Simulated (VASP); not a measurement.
# Sb (Pm-3m) in VASP: notebook

Runs on Sb. Level: r2SCAN. Tasks: single point, relaxation of cell and atoms.

Program: VASP 6.6.1. These are calculated values, not measurements. Logs are shortened: lines on timing, memory, paths and dates and some standing lists are left out, and cuts for length are marked.

### Step 1. The cell of the first run

It takes space group Pm-3m (No. 221, cubic). Conventional cell: a = 3.097 Å, b = 3.097 Å, c = 3.097 Å, α = 90.00°, β = 90.00°, γ = 90.00°. Sb (site symmetry m-3m) has 6 Sb at 3.10 Å within 4.1 Å.

### Step 2. Single point, r2SCAN

Contents of POSCAR:

```
Sb
1.0
    3.0966859922      0.0000000000      0.0000000000
    0.0000000000      3.0966859922      0.0000000000
    0.0000000000      0.0000000000      3.0966859922
Sb
1
Direct
    0.0000000000      0.0000000000      0.0000000000
```

Contents of INCAR.step1:

```
SYSTEM = Sb
  PREC = Accurate
  ENCUT = 520
  ISMEAR = -1
  SIGMA = 0.02
  LREAL = .FALSE.
  LASPH = .TRUE.
  NELM = 100
  NBANDS = 8
  GGA = PE
  ALGO = Normal
  EDIFF = 1E-4
  LWAVE = .TRUE.
  LCHARG = .FALSE.
```

Contents of INCAR.step2:

```
SYSTEM = Sb
  PREC = Accurate
  ENCUT = 520
  EDIFF = 1E-7
  ISMEAR = -1
  SIGMA = 0.02
  LREAL = .FALSE.
  LASPH = .TRUE.
  NELM = 100
  ALGO = Normal
  ISIF = 2
  LWAVE = .FALSE.
  LCHARG = .FALSE.
  METAGGA = R2SCAN
  LMIXTAU = .TRUE.
  NBANDS = 8
  ISTART = 1
```

Contents of KPOINTS:

```
Automatic mesh
0
G
  8 8 8
  0 0 0
```

Potentials or basis: VASP PAW PBE potentials, release 64 (Sb).

Run with:

```bash
$ cat potpaw_PBE.64/Sb/POTCAR > POTCAR
$ cp INCAR.step1 INCAR
$ mpirun -np 1 vasp_std > vasp.out
$ cp INCAR.step2 INCAR
$ mpirun -np 1 vasp_std > vasp.out
```

OUTCAR:

```text
SYSTEM = Sb
   PREC = Accurate
   ENCUT = 520
   EDIFF = 1E-7
   ISMEAR = -1
   LREAL = .FALSE.
   LASPH = .TRUE.
   NELM = 100
   ISIF = 2
   METAGGA = R2SCAN
   ISTART = 1

 ion  position               nearest neighbor table
   1  0.000  0.000  0.000-

  LATTYP: Found a simple cubic cell.
 ALAT       =     3.0966859922

  Lattice vectors:

 A1 = (   3.0966859922,   0.0000000000,   0.0000000000)
 A2 = (   0.0000000000,   3.0966859922,   0.0000000000)
 A3 = (   0.0000000000,   0.0000000000,   3.0966859922)

Analysis of symmetry for initial positions (statically):
=====================================================================
 Subroutine PRICEL returns:
 Original cell was already a primitive cell.

 Routine SETGRP: Setting up the symmetry group for a
 simple cubic supercell.

 Subroutine GETGRP returns: Found 48 space group operations
 (whereof 48 operations were pure point group operations)
 out of a pool of 48 trial point group operations.

The static configuration has the point symmetry O_h .

Analysis of symmetry for dynamics (positions and initial velocities):
=====================================================================
 Subroutine PRICEL returns:
 Original cell was already a primitive cell.

 Routine SETGRP: Setting up the symmetry group for a
 simple cubic supercell.

 Subroutine GETGRP returns: Found 48 space group operations
 (whereof 48 operations were pure point group operations)
 out of a pool of 48 trial point group operations.

The dynamic configuration has the point symmetry O_h .

 Subroutine INISYM returns: Found 48 space group operations
 (whereof 48 operations are pure point group operations),
 and found     1 'primitive' translations

----------------------------------------------------------------------------------------

                                     Primitive cell

  volume of cell :      29.6956

  direct lattice vectors                    reciprocal lattice vectors
     3.096685992  0.000000000  0.000000000     0.322925864  0.000000000  0.000000000
     0.000000000  3.096685992  0.000000000     0.000000000  0.322925864  0.000000000
     0.000000000  0.000000000  3.096685992     0.000000000  0.000000000  0.322925864

  length of vectors
     3.096685992  3.096685992  3.096685992     0.322925864  0.322925864  0.322925864

  position of ions in fractional coordinates (direct lattice)
     0.000000000  0.000000000  0.000000000

  ion indices of the primitive-cell ions
   primitive index   ion index
                 1           1

----------------------------------------------------------------------------------------

 KPOINTS: Automatic mesh

Automatic generation of k-mesh.
 Grid dimensions read from file:
 generate k-points for:    8    8    8

 Generating k-lattice:

  Cartesian coordinates                     Fractional coordinates (reciprocal lattice)
     0.040365733  0.000000000  0.000000000     0.125000000  0.000000000  0.000000000
     0.000000000  0.040365733  0.000000000     0.000000000  0.125000000  0.000000000
     0.000000000  0.000000000  0.040365733     0.000000000  0.000000000  0.125000000

  Length of vectors
     0.040365733  0.040365733  0.040365733

  Shift w.r.t. Gamma in fractional coordinates (k-lattice)
     0.000000000  0.000000000  0.000000000

 Subroutine IBZKPT returns following result:
 ===========================================

 Found     35 irreducible k-points:

 Following reciprocal coordinates:
            Coordinates               Weight
  0.000000  0.000000  0.000000      1.000000
  0.125000  0.000000  0.000000      6.000000
  0.250000  0.000000  0.000000      6.000000
  0.375000  0.000000  0.000000      6.000000
  0.500000  0.000000  0.000000      3.000000
  0.125000  0.125000  0.000000     12.000000
[... 16 lines left out ...]
  0.375000  0.375000  0.125000     24.000000
  0.500000  0.375000  0.125000     24.000000
 [... further k-points ...]
   k-points           NKPTS =     35   k-points in BZ     NKDIM =     35   number of bands    NBANDS=      8
   number of dos      NEDOS =    301   number of ions     NIONS =      1
   total plane-waves  NPLWV =  13824
   dimension x,y,z NGX =    24 NGY =   24 NGZ =   24
   dimension x,y,z NGXF=    48 NGYF=   48 NGZF=   48
   ions per type =               1
   NGX,Y,Z   is equivalent  to a cutoff of  12.88, 12.88, 12.88 a.u.
   NGXF,Y,Z  is equivalent  to a cutoff of  25.77, 25.77, 25.77 a.u.
 SYSTEM =  Sb
   PREC   = accura    normal or accurate (medium, high low for compatibility)
   ISTART =      1    job   : 0-new  1-cont  2-samecut
   ICHARG =      0    charge: 1-file 2-atom 10-const
   ISPIN  =      1    spin polarized calculation?
   LNONCOLLINEAR =      F non collinear calculations
   LSORBIT =      F    spin-orbit coupling
   LASPH  =      T    aspherical Exc in radial PAW
   ENCUT  =  520.0 eV  38.22 Ry    6.18 a.u.   5.76  5.76  5.76*2*pi/ulx,y,z
   NELM   =    100;   NELMIN=  2; NELMDL=  0     # of ELM steps
   EDIFF  = 0.1E-06   stopping-criterion for ELM
   LREAL  =      F    real-space projection
   EDIFFG = 0.1E-05   stopping-criterion for IOM
   NSW    =      0    number of steps for IOM
   IBRION =     -1    ionic relax: 0-MD 1-quasi-New 2-CG
   NFREE  =      0    steps in history (QN), initial steepest desc. (CG)
   ISIF   =      2    stress and relaxation
   ISYM   =      2    0-nonsym 1-usesym 2-fastsym
   POTIM  = 0.5000    time-step for ionic-motion
   TEBEG  =    0.0;   TEEND  =   0.0 temperature during run
   PSTRESS=    0.0 pullay stress
   NELECT =       5.0000    total number of electrons
   NUPDOWN=      -1.0000    fix difference up-down
   EMIN   =  10.00;   EMAX   =-10.00  energy-range for DOS
   EFERMI =   0.00;   METHOD = LEGACY
   ISMEAR =    -1;   SIGMA  =   0.02  broadening in eV -4-tet -1-fermi 0-gaus
   EFERMI_NEDOS =   21; number of points for ismear=-14 and -15
   IALGO  =     38    algorithm
   IMIX   =      4    mixing-type and parameters
     AMIX     =   0.40;   BMIX     =  1.00
     AMIX_MAG =   1.60;   BMIX_MAG =  1.00
  volume/ion in A,a.u.               =      29.70       200.40
  Fermi-wavevector in a.u.,A,eV,Ry     =   0.903998  1.708309 11.118859  0.817213
  Thomas-Fermi vector in A             =   2.027392
   LORBIT       =      0    0 simple, 1 ext, 2 COOP (PROOUT), +10 PAW based schemes
   METAGGA = R2SCAN    functional components
   LHFCALC =     F    Hartree Fock is set to
   AEXX    =    0.0000 exact exchange contribution
   IVDW    =     0    specifies the selected vdW correction
   LEPSILON=     F    determine dielectric tensor
   LRPA    =     F    only Hartree local field effects (RPA)
 non-spin polarized calculation
  energy-cutoff  :      520.00
  volume of cell :       29.70
 maximum number of plane-waves:       840
 NGX is ok and might be reduce to    24
   NGX = 11   NGY = 11   NGZ = 11

 number of electron       4.9999999 magnetization

 Free energy of the ion-electron system (eV)
  ---------------------------------------------------
  ext. energy  EPLUGINS =         0.00000000
  ---------------------------------------------------
  free energy    TOTEN  =       -25.61457335 eV

  energy without entropy =      -25.61198575  energy(sigma->0) =      -25.61327955

 E-fermi :   7.0574     XC(G=0): -10.1339

 val. band max:        7.0540515671   @ k =   0.3750   0.2500   0.1250
 cond. band min:       7.2737434045   @ k =   0.3750   0.2500   0.2500
 fundamental gap:      0.2196918375
 Fermi energy:         7.0573935122

 k-point     1 :       0.0000    0.0000    0.0000
  band No.  band energies     occupation
      1      -5.8989      2.00000
      2      10.5670      0.00000
      3      10.5670      0.00000
      4      10.5670      0.00000
      5      14.3665      0.00000
      6      14.3665      0.00000
      7      16.2860      0.00000
      8      25.5984      0.00000

 k-point     2 :       0.1250    0.0000    0.0000
  band No.  band energies     occupation
      1      -5.6594      2.00000
      2       8.2413      0.00000
      3      10.8026      0.00000
      4      10.8026      0.00000
      5      14.5534      0.00000
      6      15.5569      0.00000
      7      17.9274      0.00000
      8      23.9969      0.00000

 k-point     3 :       0.2500    0.0000    0.0000
  band No.  band energies     occupation
      1      -4.9652      2.00000
      2       5.0404      2.00000
      3      11.4507      0.00000
      4      11.4507      0.00000
      5      15.0989      0.00000
      6      16.3592      0.00000
      7      21.5756      0.00000
      8      21.7639      0.00000

 k-point     4 :       0.3750    0.0000    0.0000
  band No.  band energies     occupation
      1      -3.9585      2.00000
      2       2.4143      2.00000
      3      12.2782      0.00000
      4      12.2782      0.00000
      5      15.9106      0.00000
      6      17.4135      0.00000
      7      19.9114      0.00000
      8      19.9114      0.00000

 k-point     5 :       0.5000    0.0000    0.0000
  band No.  band energies     occupation
      1      -3.3101      2.00000
      2       1.2131      2.00000
      3      12.7169      0.00000
      4      12.7169      0.00000
      5      16.4662      0.00000
      6      18.4679      0.00000
      7      19.1222      0.00000
      8      19.1222      0.00000
[... 177 lines left out ...]
 k-point    22 :       0.5000    0.2500    0.1250
  band No.  band energies     occupation
      1      -2.1002      2.00000
      2       2.2764      2.00000
      3       7.5443      0.00000
      4      11.5394      0.00000
      5      12.8893      0.00000
      6      16.5274      0.00000
      7      20.3744      0.00000
      8      21.3487      0.00000

 k-point    23 :       0.3750    0.3750    0.1250
  band No.  band energies     occupation
      1      -1.7194      2.00000
      2       4.1213      2.00000
      3       4.5978      2.00000
      4      11.5430      0.00000
      5      12.0029      0.00000
      6      18.1693      0.00000
      7      18.4359      0.00000
      8      21.2654      0.00000

 k-point    24 :       0.5000    0.3750    0.1250
  band No.  band energies     occupation
      1      -1.0168      2.00000
      2       3.0853      2.00000
      3       4.8426      2.00000
      4      10.7029      0.00000
      5      12.4258      0.00000
      6      17.4074      0.00000
      7      18.8729      0.00000
      8      21.9068      0.00000

 [... further k-points ...]

------------------------ aborting loop because EDIFF is reached ----------------------------------------

  FORCE on cell =-STRESS in cart. coord.  units (eV):
  Direction    XX          YY          ZZ          XY          YZ          ZX
  --------------------------------------------------------------------------------------
  -------------------------------------------------------------------------------------
  Total        0.0007565      0.0007565      0.0007565     -0.0000000     -0.0000000     -0.0000000
  in kB        0.0408136      0.0408136      0.0408136     -0.0000000     -0.0000000     -0.0000000
  external PRESSURE =       0.0408136 kB  Pullay stress =       0.0000000 kB

 VOLUME and BASIS-vectors are now :
 -----------------------------------------------------------------------------
  energy-cutoff  :      520.00
  volume of cell :       29.70
      direct lattice vectors                 reciprocal lattice vectors
     3.096685992  0.000000000  0.000000000     0.322925864  0.000000000  0.000000000
     0.000000000  3.096685992  0.000000000     0.000000000  0.322925864  0.000000000
     0.000000000  0.000000000  3.096685992     0.000000000  0.000000000  0.322925864

 POSITION                                       TOTAL-FORCE (eV/Angst)
 -----------------------------------------------------------------------------------
      0.00000      0.00000      0.00000         0.000000      0.000000      0.000000
 -----------------------------------------------------------------------------------
    total drift:                               -0.000000      0.000000      0.000000

  FREE ENERGIE OF THE ION-ELECTRON SYSTEM (eV)
  ---------------------------------------------------
  free  energy   TOTEN  =       -25.6145733547 eV

  energy  without entropy=      -25.6119857476  energy(sigma->0) =      -25.61327955
```

Run time: 19 s. Hardware: 1 thread of Intel Xeon Platinum 8259CL at 2.50GHz (Skylake/Cascade Lake), shared host; peak memory 0.14 GiB.

Results:

* Free energy: -25.6146 eV
* Pressure: 0.0 GPa

Caveat: the PAW data sets were made with another functional, which shifts forces and pressure a little; spin-orbit coupling is left out, which moves the levels of the heavy elements.

### Step 3. Relaxation of cell and atoms, r2SCAN

This run uses another cell than the first one, of 30.21 Å³/atom, 1.017 times its volume.

Contents of POSCAR:

```
Sb
1.0
    3.1142974295      0.0000000000      0.0000000000
    0.0000000000      3.1142974295      0.0000000000
    0.0000000000      0.0000000000      3.1142974295
Sb
1
Direct
    0.0000000000      0.0000000000      0.0000000000
```

Contents of INCAR.step1:

```
  ALGO = Normal
  EDIFF = 1E-4
  ENCUT = 600
  GGA = PE
  ISMEAR = -1
  LASPH = T
  LCHARG = F
  LREAL = F
  LWAVE = T
  NELM = 80
  PREC = Accurate
  SIGMA = 0.02
```

Contents of INCAR.step2:

```
  ALGO = Normal
  EDIFF = 1E-7
  EDIFFG = -0.005
  ENCUT = 600
  IBRION = 2
  ISIF = 3
  ISMEAR = -1
  ISTART = 1
  LASPH = T
  LCHARG = F
  LMIXTAU = T
  LREAL = F
  LWAVE = F
  METAGGA = R2SCAN
  NELM = 80
  NSW = 80
  PREC = Accurate
  SIGMA = 0.02
```

Contents of KPOINTS:

```
k-points
0
Gamma
  8 8 8
```

Potentials or basis: VASP PAW PBE potentials, release 64 (Sb).

Run with:

```bash
$ cat potpaw_PBE.64/Sb/POTCAR > POTCAR
$ cp INCAR.step1 INCAR
$ mpirun -np 1 vasp_std > vasp.out
$ cp INCAR.step2 INCAR
$ mpirun -np 1 vasp_std > vasp.out
```

It took 85 s on 1 thread of Intel Xeon Platinum 8259CL at 2.50GHz (Skylake/Cascade Lake), shared host; peak memory 0.17 GiB.

The run converged. Its results:

```
Free energy                            : -25.6147 eV
Relaxed volume                         : 29.69 Å³/atom
Relaxed cell                           : a = 3.097 Å, b = 3.097 Å, c = 3.097 Å, α = 90.00°, β = 90.00°, γ = 90.00°
Space group after relaxing (to 0.05 Å) : Pm-3m (No. 221)
Energy gained by relaxing              : 1.7 meV/atom
Ionic steps                            : 3
Pressure after relaxing                : 0.0 GPa
```

The path:
```csv
step,energy change (eV),largest force (eV/Å),pressure (GPa),volume (Å³)
1,0.0000,0.0000,-1.03,30.21
2,-0.0009,0.0000,0.75,29.36
3,-0.0017,0.0000,0.01,29.69
```

Final structure:
```
CELL_PARAMETERS angstrom
3.09661 0.00000 0.00000
0.00000 3.09661 0.00000
0.00000 0.00000 3.09661
ATOMIC_POSITIONS crystal
Sb 0.00000 0.00000 0.00000
```

Levels at points of the mesh, in eV from the Fermi level:
```tsv
k point	band 1	band 2	band 3	band 4	band 5	band 6
(0.00, 0.00, 0.00)	-12.96	3.51	3.51	3.51	7.31	7.31
(0.50, 0.00, 0.00)	-10.37	-5.84	5.66	5.66	9.41	11.41
(0.50, 0.50, 0.00)	-7.57	-3.75	-3.75	2.52	7.88	13.60
(0.50, 0.50, 0.50)	-4.37	-1.76	-1.76	-1.76	5.23	5.23
```

Caveat: the PAW data sets were made with another functional, which shifts forces and pressure a little; spin-orbit coupling is left out, which moves the levels of the heavy elements.
